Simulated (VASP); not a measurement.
A run of VASP 6.6.1 is set up as follows.

The input POSCAR:

```
CaO
1.0
    0.0000000000      2.6067317416      2.5963048146
    2.6067317416      0.0000000000      2.5963048146
    2.6067317416      2.6067317416      0.0000000000
Ca O
1 1
Direct
    0.0000000000      0.0000000000      0.0000000000
    0.2500000000      0.2500000000      0.2500000000
```

Contents of INCAR.step1:

```
PREC = Accurate
ENCUT = 520
EDIFF = 1E-5
ISMEAR = 0
SIGMA = 0.01
LREAL = False
LASPH = True
NELM = 100
ALGO = Normal
ISIF = 2
LWAVE = True
LCHARG = False
GGA = PE
NBANDS = 15
```

File INCAR.step2:

```
PREC = Accurate
ENCUT = 520
EDIFF = 1E-6
ISMEAR = 0
SIGMA = 0.01
LREAL = False
LASPH = True
NELM = 100
ALGO = Normal
ISIF = 2
LWAVE = False
LCHARG = False
GGA = PE
LHFCALC = True
HFSCREEN = 0.2079
PRECFOCK = Normal
ISTART = 1
NBANDS = 15
```

File KPOINTS:

```
regular mesh
0
Gamma
  6 6 6
```

Potentials or basis: VASP PAW PBE potentials, release 64 (Ca_sv, O).

Command:

```console
$ cat potpaw_PBE.64/Ca_sv/POTCAR potpaw_PBE.64/O/POTCAR > POTCAR
$ cp INCAR.step1 INCAR
$ mpirun -np 1 vasp_std > vasp.out
$ cp INCAR.step2 INCAR
$ mpirun -np 1 vasp_std > vasp.out
```

**Question.** Estimate the band gap on the k mesh.

**Answer.** 4.72 eV (least direct gap 5.36 eV).

**Question.** What does it give for the pressure?

**Answer.** 1.0 GPa.

Caveat: the cell differs from its parent crystal (uniaxial z strain -0.4%); the structure was generated, so it needn't be the stable form of CaO; the PAW data sets were made with another functional, which shifts forces and pressure a little. A k mesh can miss the band edges.
